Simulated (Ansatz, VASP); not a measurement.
**One calculation of Zr2C, two programs**

```
Zr C
1.0
     1.65339    0.95458    6.13506
    -1.65339    0.95458    6.13506
     0.00000   -1.90917    6.13506
Zr C
2 1
Direct
  0.26647 0.26647 0.26647
  0.73353 0.73353 0.73353
  0.00000 0.00000 0.00000
```

Change from the starting cell: species swapped into the Ba2N type (R-3m, No. 166).

Alike in both runs: task single point; functional PBE; k mesh 6 × 6 × 6; occupations gaussian, width 0.1 eV; no spin polarisation.

```csv
,VASP,Ansatz
version,VASP 6.6.1,Ansatz 0.2.0
potentials or method,"VASP PAW PBE potentials, release 64 (Zr_sv, C), cutoff 520 eV","scalar-relativistic, plane waves, PAW"
valence electrons in the cell,28,28
```

VASP gave:

- gap on the k mesh at the Fermi level (eV): none
- pressure (GPa): -0.8
- traceless stress, the component that is largest in VASP (GPa): -6.60
- rms of the force components (eV/Å): 0.572

What did Ansatz give for the same quantities?

gap on the k mesh at the Fermi level (eV): none; pressure (GPa): -0.9; traceless stress, the component that is largest in VASP (GPa): -6.60; rms of the force components (eV/Å): 0.562.

Atom by atom the forces differ by 0.010 eV/Å (rms over components). A gap of «none» marks a metal or a gap that the smearing closes.

The k mesh is coarse, so the values compare programs but aren't converged.
